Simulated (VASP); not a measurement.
AlN: single point with r2SCAN

Crystal: AlN.

```
Al N
1.0
     2.92027    0.00000    0.00000
    -1.46013    2.85188    0.00000
     0.00000    0.00000    4.97840
Al N
2 2
Direct
  0.33333 0.66667 0.00169
  0.66667 0.33333 0.50169
  0.33333 0.66667 0.38331
  0.66667 0.33333 0.88331
```

This cell differs from its parent crystal: strain -0.0600 x Voigt [1, -1, 0, 0, 0, 0].

```json
{
  "Program": "VASP 6.6.1",
  "Task": "single point",
  "Functional": "r2SCAN",
  "Potentials or basis": "VASP PAW PBE potentials, release 64 (Al, N)",
  "Cutoff": "520 eV",
  "k mesh": "12 × 12 × 6",
  "Occupations": "gaussian, width 0.05 eV",
  "Spin": "no spin polarisation"
}
```

- Pressure: 2.1 GPa
- Largest force: 1.069 eV/Å
- Band gap on the k mesh: 4.55 eV

Forces in eV/Å, atoms in the order of the input:
```
Al   0.000  0.841  0.164
Al   0.000 -0.841  0.164
N    0.000  1.057 -0.164
N    0.000 -1.057 -0.164
```

Stress tensor (GPa, compression positive):
```
 26.37   0.00   0.00
  0.00 -19.77   0.00
  0.00   0.00  -0.34
```

Levels at points of the mesh, in eV from the valence-band top:
| k point | band 6 | band 7 | band 8 | band 9 | band 10 | band 11 |
| --- | --- | --- | --- | --- | --- | --- |
| (0.00, 0.00, 0.00) | -0.61 | -0.20 | 0.00 | 4.55 | 6.84 | 10.87 |
| (0.50, 0.00, 0.00) | -2.72 | -1.91 | -1.15 | 5.82 | 6.20 | 8.54 |
| (0.00, 0.50, 0.00) | -1.98 | -1.45 | -0.25 | 6.20 | 7.67 | 9.51 |
| (0.00, 0.00, 0.50) | -1.12 | -0.32 | -0.32 | 6.67 | 6.67 | 10.52 |
| (0.50, 0.00, 0.50) | -2.03 | -1.49 | -1.49 | 5.59 | 5.59 | 9.79 |
| (0.00, 0.50, 0.50) | -1.74 | -0.90 | -0.90 | 6.05 | 6.05 | 10.71 |

Wall time 5.4 min on 1 thread of Intel Xeon 8259CL, on a shared host, peak memory 0.23 GiB.

Caveat: the cell differs from its parent crystal (strain -0.0600 x Voigt [1, -1, 0, 0, 0, 0]); the stress differs along the axes, from -20 to 26 GPa; the PAW data sets were made with another functional, which shifts forces and pressure a little. A k mesh can miss the band edges.
